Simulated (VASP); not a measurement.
# BN (Pm) in VASP: a series of runs, part 2 of 2

VASP 6.6.1.

## (4) Single point, PBEsol (atom 3 (N) moved +0.225 Å along Cartesian [1 -1 0])

Input file INCAR:

```
SYSTEM = BN
ALGO = Normal
EDIFF = 1E-6
ENCUT = 520
GGA = PS
ISIF = 2
ISMEAR = 0
LASPH = .True.
LCHARG = .False.
LREAL = .False.
LWAVE = .False.
NBANDS = 16
NELM = 60
PREC = Accurate
SIGMA = 0.05
```

Input file KPOINTS:

```
k-points
0
Gamma
  12 12 4
  0 0 0
```

Input file POSCAR:

```
BN
1.0
    2.5043488457      0.0000000000      0.0000000000
   -1.2521744229      2.1688297203      0.0000000000
    0.0000000000      0.0000000000      7.0190956742
B N
2 2
Direct
    0.3333333333      0.6666666667      0.2500000000
    0.6666666667      0.3333333333      0.7500000000
    0.3601838899      0.5933095818      0.7500000000
    0.6666666667      0.3333333333      0.2500000000
```

Potentials or basis: VASP PAW PBE potentials, release 64 (B, N).

Run with:

```console
cat potpaw_PBE.64/B/POTCAR potpaw_PBE.64/N/POTCAR > POTCAR
mpirun -np 1 vasp_std > vasp.out
```

OUTCAR:

```text
SYSTEM = BN
   EDIFF = 1E-6
   ENCUT = 520
   GGA = PS
   ISIF = 2
   ISMEAR = 0
   LASPH = .True.
   LREAL = .False.
   NELM = 60
   PREC = Accurate

 ion  position               nearest neighbor table
   1  0.333  0.667  0.250-   4 1.45   4 1.45   4 1.45
   2  0.667  0.333  0.750-   3 1.23   3 1.52   3 1.61
   3  0.360  0.593  0.750-   2 1.23   2 1.52   2 1.61
   4  0.667  0.333  0.250-   1 1.45   1 1.45   1 1.45

  LATTYP: Found a hexagonal cell.
 ALAT       =     2.5043488457
 C/A-ratio  =     2.8027627566

  Lattice vectors:

 A1 = (   2.5043488457,   0.0000000000,   0.0000000000)
 A2 = (  -1.2521744229,   2.1688297203,   0.0000000000)
 A3 = (   0.0000000000,   0.0000000000,   7.0190956742)

Analysis of symmetry for initial positions (statically):
=====================================================================
 Subroutine PRICEL returns:
 Original cell was already a primitive cell.

 Routine SETGRP: Setting up the symmetry group for a
 hexagonal supercell.

 Subroutine GETGRP returns: Found  2 space group operations
 (whereof  1 operations were pure point group operations)
 out of a pool of 24 trial point group operations.
[... 165 lines left out ...]
  free energy    TOTEN  =       -35.29772807 eV

  energy without entropy =      -35.29772807  energy(sigma->0) =      -35.29772807

 E-fermi :   2.9931     XC(G=0):  -9.9048

 val. band max:        2.7882480139   @ k =   0.0000   0.0000   0.5000
 cond. band min:       5.3655131718   @ k =   0.5000   0.5000   0.5000
 fundamental gap:      2.5772651579
 Fermi energy:         2.9930821701

 k-point     1 :       0.0000    0.0000    0.0000
  band No.  band energies     occupation
      1     -15.9897      2.00000
      2     -15.7906      2.00000
      3      -4.3739      2.00000
      4      -2.7457      2.00000
      5      -1.8580      2.00000
      6       0.4020      2.00000
[... 433 lines left out ...]
      3      -3.3516      2.00000
      4      -3.1159      2.00000
      5      -2.5713      2.00000
      6      -1.6113      2.00000
[... 8 lines left out ...]
     15      16.1486      0.00000
     16      16.2256      0.00000

 [... further k-points ...]
[... 5 lines left out ...]
  --------------------------------------------------------------------------------------
  -------------------------------------------------------------------------------------
  Total        6.9349382      1.1468219     -0.0134622     -3.7381526      0.0000000      0.0000000
  in kB      291.4417313     48.1953490     -0.5657526   -157.0963757      0.0000000      0.0000000
  external PRESSURE =     113.0237759 kB  Pullay stress =       0.0000000 kB

 VOLUME and BASIS-vectors are now :
 -----------------------------------------------------------------------------
  energy-cutoff  :      520.00
  volume of cell :       38.12
      direct lattice vectors                 reciprocal lattice vectors
     2.504348846  0.000000000  0.000000000     0.399305393  0.230539076  0.000000000
    -1.252174423  2.168829720  0.000000000     0.000000000  0.461078152  0.000000000
     0.000000000  0.000000000  7.019095674     0.000000000  0.000000000  0.142468495

 POSITION                                       TOTAL-FORCE (eV/Angst)
 -----------------------------------------------------------------------------------
     -0.00000      1.44589      1.75477        -0.000182     -0.001307      0.000000
      1.25217      0.72294      5.26432        10.810225     -7.041272      0.000000
      0.15910      1.28679      5.26432       -10.824426      7.048487      0.000000
      1.25217      0.72294      1.75477         0.014383     -0.005908      0.000000
 -----------------------------------------------------------------------------------
    total drift:                               -0.000166      0.000132     -0.000000

  FREE ENERGIE OF THE ION-ELECTRON SYSTEM (eV)
  ---------------------------------------------------
  free  energy   TOTEN  =       -35.2977280689 eV

  energy  without entropy=      -35.2977280689  energy(sigma->0) =      -35.29772807
```

OSZICAR:

```text
N       E                     dE             d eps       ncg     rms          rms(c)
DAV:   1     0.504827782165E+02    0.50483E+02   -0.79207E+03  7136   0.916E+02
DAV:   2    -0.358304280986E+02   -0.86313E+02   -0.78692E+02  9848   0.220E+02
DAV:   3    -0.392536223726E+02   -0.34232E+01   -0.34105E+01  8904   0.444E+01
DAV:   4    -0.392767791593E+02   -0.23157E-01   -0.23153E-01  9304   0.406E+00
DAV:   5    -0.392770112003E+02   -0.23204E-03   -0.23204E-03  9008   0.383E-01    0.118E+01
DAV:   6    -0.357396828178E+02    0.35373E+01   -0.54675E+00  9432   0.181E+01    0.533E+00
DAV:   7    -0.353918312896E+02    0.34785E+00   -0.68632E-01  9640   0.601E+00    0.321E+00
DAV:   8    -0.352995065783E+02    0.92325E-01   -0.21728E-01  9544   0.333E+00    0.445E-01
DAV:   9    -0.352968360990E+02    0.26705E-02   -0.18181E-02  8184   0.111E+00    0.220E-01
DAV:  10    -0.352974931661E+02   -0.65707E-03   -0.12841E-03  8528   0.291E-01    0.638E-02
DAV:  11    -0.352976919376E+02   -0.19877E-03   -0.21538E-04  8456   0.114E-01    0.392E-02
DAV:  12    -0.352977245994E+02   -0.32662E-04   -0.46133E-05  8664   0.512E-02    0.606E-03
DAV:  13    -0.352977277679E+02   -0.31685E-05   -0.39997E-06  8928   0.158E-02    0.249E-03
DAV:  14    -0.352977280689E+02   -0.30100E-06   -0.29949E-07  7096   0.392E-03
   1 F= -.35297728E+02 E0= -.35297728E+02  d E =-.980350E-11
```

stdout:

```text
POSCAR found type information on POSCAR B N
 POSCAR found :  2 types and       4 ions
 scaLAPACK will be used
 -----------------------------------------------------------------------------
|                                                                             |
|                                                                             |
|     You enforced a specific xc type in the INCAR file but a different       |
|     I HOPE YOU KNOW WHAT YOU ARE DOING!                                     |
|                                                                             |
 -----------------------------------------------------------------------------

 LDA part: xc-table for (Slater+PW92), standard interpolation
 POSCAR, INCAR and KPOINTS ok, starting setup
 FFT: planning ... GRIDC
 FFT: planning ... GRID_SOFT
 FFT: planning ... GRID
 WAVECAR not read
 entering main loop
```

Run time: 65 s. Hardware: 1 thread of Intel Xeon 6975P-C (Granite Rapids), shared host; peak memory 0.23 GiB.

What came out:

```yaml
Free_energy: -35.2977 eV
Pressure: 11.3 GPa
Largest_force: 12.917 eV/Å
Band_gap_on_the_k_mesh: 2.58 eV, indirect (least direct gap 3.72 eV)
```

Forces on the atoms (eV/Å):
```
B     0.000  -0.001   0.000
B    10.810  -7.041   0.000
N   -10.824   7.048   0.000
N     0.014  -0.006   0.000
```

Caveat: the cell differs from its parent crystal (atom 3 (N) moved +0.225 Å along Cartesian [1 -1 0]); the PAW data sets were made with another functional, which shifts forces and pressure a little; this functional lacks dispersion, which binds the layers, so the pressure and a relaxed spacing across them are unreliable.

## (5) Single point, PBEsol (atom 3 (N) moved +0.394 Å along Cartesian [1 -1 0])

Input file INCAR:

```
PREC = Accurate
ENCUT = 520
EDIFF = 1E-6
ISMEAR = 0
SIGMA = 0.05
LREAL = False
LASPH = True
NELM = 100
ALGO = Normal
ISIF = 2
LWAVE = False
LCHARG = False
GGA = PS
NBANDS = 16
```

Input file KPOINTS:

```
Automatic mesh
0
Gamma
  12 12 4
```

Edit POSCAR of step 4 so:

```diff
@@ -10,3 +10,3 @@
     0.6666666667      0.3333333333      0.7500000000
-    0.3601838899      0.5933095818      0.7500000000
+    0.3803277742      0.5382754666      0.7500000000
     0.6666666667      0.3333333333      0.2500000000
```

Run with:

```console
cat potpaw_PBE.64/B/POTCAR potpaw_PBE.64/N/POTCAR > POTCAR
mpirun -np 1 vasp_std > vasp.out
```

Wall time 64 s (1 thread of Intel Xeon 6975P-C (Granite Rapids), shared host); peak memory 0.23 GiB.

It converged, with:

* Free energy: -31.7195 eV
* Pressure: 40.6 GPa
* Largest force: 34.206 eV/Å
* Band gap on the k mesh: 2.52 eV, indirect (least direct gap 3.25 eV)

Forces in eV/Å, atoms in the order of the input:
```
B    -0.004   0.000   0.000
B    30.747 -14.929   0.000
N   -30.771  14.939   0.000
N     0.028  -0.011   0.000
```

Stress tensor (GPa, compression positive):
```
 98.76 -46.85   0.00
-46.85  22.90   0.00
  0.00   0.00   0.08
```

Levels at points of the mesh, in eV from the valence-band top:
| k point | band 4 | band 5 | band 6 | band 7 | band 8 | band 9 | band 10 | band 11 | band 12 | band 13 |
| --- | --- | --- | --- | --- | --- | --- | --- | --- | --- | --- |
| (0.00, 0.00, 0.00) | -6.21 | -6.20 | -2.98 | -2.98 | 0.00 | 3.25 | 7.13 | 7.86 | 9.45 | 9.88 |
| (0.50, 0.00, 0.00) | -9.99 | -5.79 | -4.31 | -3.64 | -2.44 | 2.79 | 4.55 | 5.02 | 8.01 | 10.78 |
| (0.00, 0.50, 0.00) | -9.78 | -6.30 | -5.79 | -4.04 | -2.46 | 2.84 | 6.18 | 6.36 | 8.03 | 10.83 |
| (0.50, 0.50, 0.00) | -9.94 | -5.79 | -4.28 | -2.70 | -2.59 | 2.58 | 3.33 | 7.91 | 8.77 | 9.86 |
| (0.00, 0.00, 0.50) | -7.02 | -6.17 | -2.98 | -2.98 | 0.00 | 5.14 | 5.25 | 7.20 | 9.88 | 9.88 |
| (0.50, 0.00, 0.50) | -10.00 | -5.79 | -4.32 | -3.49 | -2.59 | 3.01 | 4.49 | 4.60 | 8.10 | 11.56 |
| (0.00, 0.50, 0.50) | -9.78 | -6.30 | -5.79 | -3.93 | -2.60 | 3.01 | 5.78 | 6.27 | 8.09 | 11.66 |
| (0.50, 0.50, 0.50) | -9.95 | -5.79 | -4.28 | -2.61 | -2.60 | 2.52 | 2.99 | 8.19 | 8.83 | 10.43 |

Caveat: the cell differs from its parent crystal (atom 3 (N) moved +0.394 Å along Cartesian [1 -1 0]); the PAW data sets were made with another functional, which shifts forces and pressure a little; this functional lacks dispersion, which binds the layers, so the pressure and a relaxed spacing across them are unreliable. A k mesh can miss the band edges.
